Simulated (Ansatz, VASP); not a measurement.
# One calculation of NaI, two programs

The input POSCAR:

```
NaI
1.0
    0.0000000000      3.4709105245      3.6654435105
    3.4709105245      0.0000000000      3.6654435105
    3.4709105245      3.4709105245      0.0000000000
Na I
1 1
Direct
    0.0000000000      0.0000000000      0.0000000000
    0.2500000000      0.2500000000      0.2500000000
```

Contents of INCAR.step1:

```
PREC     = Accurate       # precision mode
ENCUT    = 520            # plane-wave cutoff, eV
EDIFF    = 1E-5           # SCF threshold, eV
ISMEAR   = 0              # smearing method
SIGMA    = 0.01           # smearing width, eV
LREAL    = F              # projectors in reciprocal space
LASPH    = T              # aspherical terms in the spheres
NELM     = 80             # most SCF steps
ALGO     = Normal         # electronic algorithm
ISIF     = 2              # what is computed and relaxed
LWAVE    = T              # write WAVECAR
LCHARG   = F              # write CHGCAR
GGA      = PE             # functional
NBANDS   = 14             # bands
```

Contents of INCAR.step2:

```
PREC     = Accurate       # precision mode
ENCUT    = 520            # plane-wave cutoff, eV
EDIFF    = 1E-6           # SCF threshold, eV
ISMEAR   = 0              # smearing method
SIGMA    = 0.01           # smearing width, eV
LREAL    = F              # projectors in reciprocal space
LASPH    = T              # aspherical terms in the spheres
NELM     = 80             # most SCF steps
ALGO     = Normal         # electronic algorithm
ISIF     = 2              # what is computed and relaxed
LWAVE    = F              # write WAVECAR
LCHARG   = F              # write CHGCAR
GGA      = PE             # functional
LHFCALC  = T              # exact exchange
HFSCREEN = 0.2079         # screening, 1/A
PRECFOCK = Normal       
ISTART   = 1            
NBANDS   = 14             # bands
```

Contents of KPOINTS:

```
regular mesh
0
Gamma
  4 4 4
```

Input for Ansatz:

```yaml
crystal:
  lattice:
    - [0.0, 3.4709105245, 3.6654435105]
    - [3.4709105245, 0.0, 3.6654435105]
    - [3.4709105245, 3.4709105245, 0.0]
  atoms:
    - { symbol: Na, position: [0.0, 0.0, 0.0] }
    - { symbol: I, position: [0.25, 0.25, 0.25] }
kpoints:
  mp_grid: { grid: [4, 4, 4] }
  band_path:
    path:
      - [0.0, 0.0, 0.0]
      - [-0.5, -0.5, 0.0]
      - [-0.375, -0.375, 0.25]
      - [-0.375, 0.0, 0.375]
      - [0.0, 0.0, 0.5]
      - [-0.5, -0.25, 0.25]
    npoints: 1
hamiltonian:
  xc: hse06
scf:
  occupations: { method: fixed }
  n_extra_bands: 4
output:
  forces: true
  stress: true
  eigenvalues: true
```

Change from the starting cell: epitaxial_xy strain -2.0%.

Alike in both runs: task single point; functional HSE06; k mesh 4 × 4 × 4; no spin polarisation.

|  | VASP | Ansatz |
| --- | --- | --- |
| version | VASP 6.6.1 | Ansatz 0.2.0 |
| potentials or method | VASP PAW PBE potentials, release 64 (Na_pv, I) | plane waves, PAW |
| plane-wave cutoff (eV) | 520 | 420 |
| occupations | gaussian, width 0.01 eV | fixed |
| valence electrons in the cell | 14 | 26 |

VASP gave:

* gap on the k mesh at the Fermi level (eV): 4.78
* pressure (GPa): 0.3
* traceless stress, the component that is largest in VASP (GPa): -0.07

Q: What did Ansatz give for the same quantities?

A: gap on the k mesh at the Fermi level (eV): 4.79; pressure (GPa): 0.3; traceless stress, the component that is largest in VASP (GPa): -0.07.

VASP's potentials hold 14 valence electrons a cell and Ansatz's 26, so a difference there can come from the potentials and not from the codes. Ansatz's warnings: stress exchange threshold loose, stress scf threshold loose.

Neither program's run includes spin-orbit coupling.
